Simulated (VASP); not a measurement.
# Co (P6_3/mmc) in VASP: notebook

Runs on Co. Level: PBEsol. Tasks: single point.

All numbers are computed with VASP 6.6.1; they aren't measurements. Logs are shortened: lines on timing, memory, paths and dates and some standing lists are left out, and cuts for length are marked.

### 1 The cell of the first run

The structure is hexagonal, space group P6_3/mmc (No. 194). The conventional cell has a = 2.398 Å, b = 2.398 Å, c = 3.881 Å, α = 90.00°, β = 90.00°, γ = 120.00°. Co (site symmetry -6m2) has 12 Co at 2.38 to 2.40 Å within 3.1 Å.

### 2 Single point, PBEsol, collinear spin, ferromagnetic start

INCAR reads:

```
ALGO = Normal ; EDIFF = 1E-6
ENCUT = 520 ; GGA = PS
ISIF = 2 ; ISMEAR = -1
ISPIN = 2 ; LASPH = T
LCHARG = F ; LMAXMIX = 4
LORBIT = 11 ; LREAL = F
LWAVE = F ; MAGMOM = 2 2
NBANDS = 20 ; NELM = 150
PREC = Accurate ; SIGMA = 0.05
```

KPOINTS reads:

```
k-points
0
Gamma
  9 9 5
```

POSCAR reads:

```
Co
1.0
    2.3981722630      0.0000000000      0.0000000000
   -1.1990861315      2.0768781024      0.0000000000
    0.0000000000      0.0000000000      3.8805369650
Co
2
Direct
    0.3333333333      0.6666666667      0.7499910695
    0.6666666667      0.3333333333      0.2500089305
```

Potentials or basis: VASP PAW PBE potentials, release 64 (Co).

Started as:

```bash
$ cat potpaw_PBE.64/Co/POTCAR > POTCAR
$ mpirun -np 1 vasp_std > vasp.out
```

OUTCAR:

```text
EDIFF = 1E-6
   ENCUT = 520
   GGA = PS
   ISIF = 2
   ISMEAR = -1
   ISPIN = 2
   LASPH = T
   LORBIT = 11
   LREAL = F
   NELM = 150
   PREC = Accurate

 ion  position               nearest neighbor table
   1  0.333  0.667  0.750-   2 2.38   2 2.38   2 2.38   2 2.38   2 2.38   2 2.38
   2  0.667  0.333  0.250-   1 2.38   1 2.38   1 2.38   1 2.38   1 2.38   1 2.38

  LATTYP: Found a hexagonal cell.
 ALAT       =     2.3981722630
 C/A-ratio  =     1.6181226949

  Lattice vectors:

 A1 = (   2.3981722630,   0.0000000000,   0.0000000000)
 A2 = (  -1.1990861315,   2.0768781024,   0.0000000000)
 A3 = (   0.0000000000,   0.0000000000,   3.8805369650)

Analysis of symmetry for initial positions (statically):
=====================================================================
 Subroutine PRICEL returns:
 Original cell was already a primitive cell.

 Routine SETGRP: Setting up the symmetry group for a
 hexagonal supercell.

 Subroutine GETGRP returns: Found 12 space group operations
 (whereof 12 operations were pure point group operations)
 out of a pool of 24 trial point group operations.

The static configuration has the point symmetry D_3d.

Analysis of symmetry for dynamics (positions and initial velocities):
=====================================================================
 Subroutine PRICEL returns:
 Original cell was already a primitive cell.

 Routine SETGRP: Setting up the symmetry group for a
 hexagonal supercell.

 Subroutine GETGRP returns: Found 12 space group operations
 (whereof 12 operations were pure point group operations)
 out of a pool of 24 trial point group operations.

The dynamic configuration has the point symmetry D_3d.

Analysis of structural, dynamic, and magnetic symmetry:
=====================================================================
 Subroutine PRICEL returns:
 Original cell was already a primitive cell.

 Routine SETGRP: Setting up the symmetry group for a
 hexagonal supercell.

 Subroutine GETGRP returns: Found 12 space group operations
 (whereof 12 operations were pure point group operations)
 out of a pool of 24 trial point group operations.

The overall configuration has the point symmetry D_3d.

 Subroutine INISYM returns: Found 12 space group operations
 (whereof 12 operations are pure point group operations),
 and found     1 'primitive' translations

----------------------------------------------------------------------------------------

                                     Primitive cell

  volume of cell :      19.3278

  direct lattice vectors                    reciprocal lattice vectors
     2.398172263  0.000000000  0.000000000     0.416984224  0.240745954  0.000000000
    -1.199086132  2.076878102  0.000000000     0.000000000  0.481491908  0.000000000
     0.000000000  0.000000000  3.880536965     0.000000000  0.000000000  0.257696295

  length of vectors
     2.398172263  2.398172263  3.880536965     0.481491908  0.481491908  0.257696295

  position of ions in fractional coordinates (direct lattice)
     0.333333333  0.666666667  0.749991069
     0.666666667  0.333333333  0.250008931

  ion indices of the primitive-cell ions
   primitive index   ion index
                 1           1
                 2           2

----------------------------------------------------------------------------------------

 KPOINTS: k-points

Automatic generation of k-mesh.
 Grid dimensions read from file:
 generate k-points for:    9    9    5

 Generating k-lattice:

  Cartesian coordinates                     Fractional coordinates (reciprocal lattice)
     0.046331580  0.026749550  0.000000000     0.111111111 -0.000000000  0.000000000
     0.000000000  0.053499101  0.000000000     0.000000000  0.111111111  0.000000000
     0.000000000  0.000000000  0.051539259     0.000000000  0.000000000  0.200000000

  Length of vectors
     0.053499101  0.053499101  0.051539259

  Shift w.r.t. Gamma in fractional coordinates (k-lattice)
     0.000000000  0.000000000  0.000000000

 Subroutine IBZKPT returns following result:
 ===========================================

 Found     50 irreducible k-points:

 Following reciprocal coordinates:
            Coordinates               Weight
  0.000000  0.000000  0.000000      1.000000
  0.111111  0.000000  0.000000      6.000000
  0.222222  0.000000  0.000000      6.000000
  0.333333  0.000000  0.000000      6.000000
  0.444444  0.000000  0.000000      6.000000
  0.111111  0.111111  0.000000      6.000000
[... 16 lines left out ...]
  0.222222  0.111111  0.200000     12.000000
 -0.111111  0.333333  0.200000     12.000000
 [... further k-points ...]
   k-points           NKPTS =     50   k-points in BZ     NKDIM =     50   number of bands    NBANDS=     20
   number of dos      NEDOS =    301   number of ions     NIONS =      2
   total plane-waves  NPLWV =   9720
   dimension x,y,z NGX =    18 NGY =   18 NGZ =   30
   dimension x,y,z NGXF=    36 NGYF=   36 NGZF=   60
   ions per type =               2
   NGX,Y,Z   is equivalent  to a cutoff of  12.48, 12.48, 12.85 a.u.
   NGXF,Y,Z  is equivalent  to a cutoff of  24.96, 24.96, 25.70 a.u.
 SYSTEM =  unknown system
   PREC   = accura    normal or accurate (medium, high low for compatibility)
   ISTART =      0    job   : 0-new  1-cont  2-samecut
   ICHARG =      2    charge: 1-file 2-atom 10-const
   ISPIN  =      2    spin polarized calculation?
   LNONCOLLINEAR =      F non collinear calculations
   LSORBIT =      F    spin-orbit coupling
   LASPH  =      T    aspherical Exc in radial PAW
   ENCUT  =  520.0 eV  38.22 Ry    6.18 a.u.   4.46  4.46  7.22*2*pi/ulx,y,z
   NELM   =    150;   NELMIN=  2; NELMDL= -5     # of ELM steps
   EDIFF  = 0.1E-05   stopping-criterion for ELM
   LREAL  =      F    real-space projection
   EDIFFG = 0.1E-04   stopping-criterion for IOM
   NSW    =      0    number of steps for IOM
   IBRION =     -1    ionic relax: 0-MD 1-quasi-New 2-CG
   NFREE  =      0    steps in history (QN), initial steepest desc. (CG)
   ISIF   =      2    stress and relaxation
   ISYM   =      2    0-nonsym 1-usesym 2-fastsym
   POTIM  = 0.5000    time-step for ionic-motion
   TEBEG  =    0.0;   TEEND  =   0.0 temperature during run
   PSTRESS=    0.0 pullay stress
   NELECT =      18.0000    total number of electrons
   NUPDOWN=      -1.0000    fix difference up-down
   EMIN   =  10.00;   EMAX   =-10.00  energy-range for DOS
   EFERMI =   0.00;   METHOD = LEGACY
   ISMEAR =    -1;   SIGMA  =   0.05  broadening in eV -4-tet -1-fermi 0-gaus
   EFERMI_NEDOS =   21; number of points for ismear=-14 and -15
   IALGO  =     38    algorithm
   IMIX   =      4    mixing-type and parameters
     AMIX     =   0.40;   BMIX     =  1.00
     AMIX_MAG =   1.60;   BMIX_MAG =  1.00
  volume/ion in A,a.u.               =       9.66        65.22
  Fermi-wavevector in a.u.,A,eV,Ry     =   1.598716  3.021135 34.775024  2.555892
  Thomas-Fermi vector in A             =   2.696122
   LORBIT       =     11    0 simple, 1 ext, 2 COOP (PROOUT), +10 PAW based schemes
   GGA     = PS    functional components
   LHFCALC =     F    Hartree Fock is set to
   AEXX    =    0.0000 exact exchange contribution
   IVDW    =     0    specifies the selected vdW correction
   LEPSILON=     F    determine dielectric tensor
   LRPA    =     F    only Hartree local field effects (RPA)
 spin polarized calculation
  energy-cutoff  :      520.00
  volume of cell :       19.33
 maximum number of plane-waves:       537
 NGX is ok and might be reduce to    18
   NGX =  9   NGY =  9   NGZ = 15

 number of electron      18.0000022 magnetization       2.9985578

 Free energy of the ion-electron system (eV)
  ---------------------------------------------------
  ext. energy  EPLUGINS =         0.00000000
  ---------------------------------------------------
  free energy    TOTEN  =       -15.41383248 eV

  energy without entropy =      -15.39827922  energy(sigma->0) =      -15.40605585

 E-fermi :  11.7915     XC(G=0): -14.2778

 val. band max:       11.7726297490   @ k =   0.1111   0.0000   0.2000
 cond. band min:      11.8077608212   @ k =   0.0000   0.0000   0.2000
 fundamental gap:      0.0351310722
 Fermi energy:        11.7914633713

 spin component 1

 k-point     1 :       0.0000    0.0000    0.0000
  band No.  band energies     occupation
      1       2.1390      1.00000
      2       6.0893      1.00000
      3       9.0497      1.00000
      4       9.0809      1.00000
      5       9.0809      1.00000
      6       9.4629      1.00000
[... 12 lines left out ...]
     19      39.7439      0.00000
     20      39.7439      0.00000

 k-point     2 :       0.1111    0.0000    0.0000
  band No.  band energies     occupation
      1       2.6087      1.00000
      2       6.3745      1.00000
      3       8.6831      1.00000
      4       9.3031      1.00000
      5       9.3197      1.00000
      6       9.4322      1.00000
[... 498 lines left out ...]
 k-point    24 :      -0.1111    0.3333    0.2000
  band No.  band energies     occupation
      1       5.2889      1.00000
      2       7.3122      1.00000
      3       7.4446      1.00000
      4       8.1145      1.00000
      5       8.8278      1.00000
      6       9.3133      1.00000
[... 12 lines left out ...]
     19      39.0010      0.00000
     20      39.9851      0.00000

 [... further k-points ...]

 spin component 2

 k-point     1 :       0.0000    0.0000    0.0000
  band No.  band energies     occupation
      1       2.2127      1.00000
      2       6.9788      1.00000
      3      10.5551      1.00000
      4      10.5859      1.00000
      5      10.5859      1.00000
      6      11.0213      1.00000
[... 12 lines left out ...]
     19      40.0945      0.00000
     20      40.0945      0.00000

 k-point     2 :       0.1111    0.0000    0.0000
  band No.  band energies     occupation
      1       2.6851      1.00000
      2       7.2960      1.00000
      3      10.1234      1.00000
      4      10.4758      1.00000
      5      10.8287      1.00000
      6      10.8443      1.00000
[... 498 lines left out ...]
 k-point    24 :      -0.1111    0.3333    0.2000
  band No.  band energies     occupation
      1       5.4921      1.00000
      2       8.2392      1.00000
      3       8.5942      1.00000
      4       9.3301      1.00000
      5      10.2494      1.00000
      6      10.7189      1.00000
[... 12 lines left out ...]
     19      39.2928      0.00000
     20      40.2119      0.00000

 [... further k-points ...]
[... 5 lines left out ...]
  --------------------------------------------------------------------------------------
  -------------------------------------------------------------------------------------
  Total        2.2739399      2.2739399      2.2776845      0.0000000      0.0000000     -0.0000000
  in kB      188.4978326    188.4978326    188.8082348      0.0000000      0.0000000     -0.0000000
  external PRESSURE =     188.6013000 kB  Pullay stress =       0.0000000 kB

 VOLUME and BASIS-vectors are now :
 -----------------------------------------------------------------------------
  energy-cutoff  :      520.00
  volume of cell :       19.33
      direct lattice vectors                 reciprocal lattice vectors
     2.398172263  0.000000000  0.000000000     0.416984224  0.240745954  0.000000000
    -1.199086132  2.076878102  0.000000000     0.000000000  0.481491908  0.000000000
     0.000000000  0.000000000  3.880536965     0.000000000  0.000000000  0.257696295

 POSITION                                       TOTAL-FORCE (eV/Angst)
 -----------------------------------------------------------------------------------
     -0.00000      1.38459      2.91037         0.000000     -0.000000      0.000756
      1.19909      0.69229      0.97017        -0.000000      0.000000     -0.000756
 -----------------------------------------------------------------------------------
    total drift:                               -0.000000      0.000000     -0.000000

  FREE ENERGIE OF THE ION-ELECTRON SYSTEM (eV)
  ---------------------------------------------------
  free  energy   TOTEN  =       -15.4138324793 eV

  energy  without entropy=      -15.3982792250  energy(sigma->0) =      -15.40605585

 total charge

# of ion       s       p       d       tot
------------------------------------------
    1        0.540   0.634   7.350   8.525
    2        0.540   0.634   7.350   8.525
--------------------------------------------------
tot          1.080   1.268  14.701  17.049

 magnetization (x)

# of ion       s       p       d       tot
------------------------------------------
    1       -0.016  -0.055   1.565   1.494
    2       -0.016  -0.055   1.565   1.494
--------------------------------------------------
tot         -0.033  -0.110   3.131   2.989
```

Run time: 18 s. Hardware: 1 thread of Intel Xeon 6975P-C (Granite Rapids), shared host; peak memory 0.15 GiB.

What came out:

```yaml
Free_energy: -15.4138 eV
Pressure: 18.9 GPa
Net_moment: 3.00 μB per cell
Site_moments: Co +1.49 μB
Valence_electrons_inside_the_program's_atomic_spheres: Co 8.53
```

Levels at points of the mesh, in eV from the Fermi level:
Spin up:
```
           k point  band 9  band 10  band 11  band 12  band 13  band 14
(0.00, 0.00, 0.00)   -1.91    -0.59    -0.59    -0.18     7.46    22.92
```
Spin down:
```tsv
k point	band 5	band 6	band 7	band 8	band 9	band 10
(0.00, 0.00, 0.00)	-1.21	-0.77	-0.77	-0.27	-0.27	-0.14
```

Caveat: the cell stands under pressure; the PAW data sets were made with another functional, which shifts forces and pressure a little.

### 3 Single point, PBEsol, collinear spin, ferromagnetic start

This run uses another cell than the first one, of 9.97 Å³/atom.

INCAR reads:

```
PREC = Accurate
ENCUT = 520
EDIFF = 1E-6
ISMEAR = -1
SIGMA = 0.05
LREAL = False
LASPH = True
NELM = 150
ALGO = Normal
ISIF = 2
LWAVE = False
LCHARG = False
ISPIN = 2
MAGMOM = 2 2
LORBIT = 11
LMAXMIX = 4
GGA = PS
NBANDS = 20
```

KPOINTS reads:

```
Automatic mesh
0
Gamma
  9 9 5
```

POSCAR reads:

```
Co
1.0
    2.4226113052      0.0000000000      0.0000000000
   -1.2113056526      2.0980429338      0.0000000000
    0.0000000000      0.0000000000      3.9213317943
Co
2
Direct
    0.3333333333      0.6666666667      0.7499971333
    0.6666666667      0.3333333333      0.2500028667
```

Potentials or basis: VASP PAW PBE potentials, release 64 (Co).

Started as:

```bash
$ cat potpaw_PBE.64/Co/POTCAR > POTCAR
$ mpirun -np 1 vasp_std > vasp.out
```

Wall time 16 s (1 thread of Intel Xeon 6975P-C (Granite Rapids), shared host); peak memory 0.15 GiB.

The run converged. Its results:

```yaml
Free_energy: -15.4658 eV
Pressure: 9.0 GPa
Net_moment: 3.01 μB per cell
Site_moments: Co +1.51 μB
Valence_electrons_inside_the_program's_atomic_spheres: Co 8.45
```

Levels at points of the mesh, in eV from the Fermi level:
Spin up:
```
           k point  band 9  band 10  band 11  band 12  band 13  band 14
(0.00, 0.00, 0.00)   -1.90    -0.64    -0.64    -0.18     7.14    22.66
```
Spin down:
```csv
k point,band 5,band 6,band 7,band 8,band 9,band 10
"(0.00, 0.00, 0.00)",-1.15,-0.74,-0.74,-0.25,-0.25,-0.15
```

Caveat: the cell stands under pressure; the PAW data sets were made with another functional, which shifts forces and pressure a little.
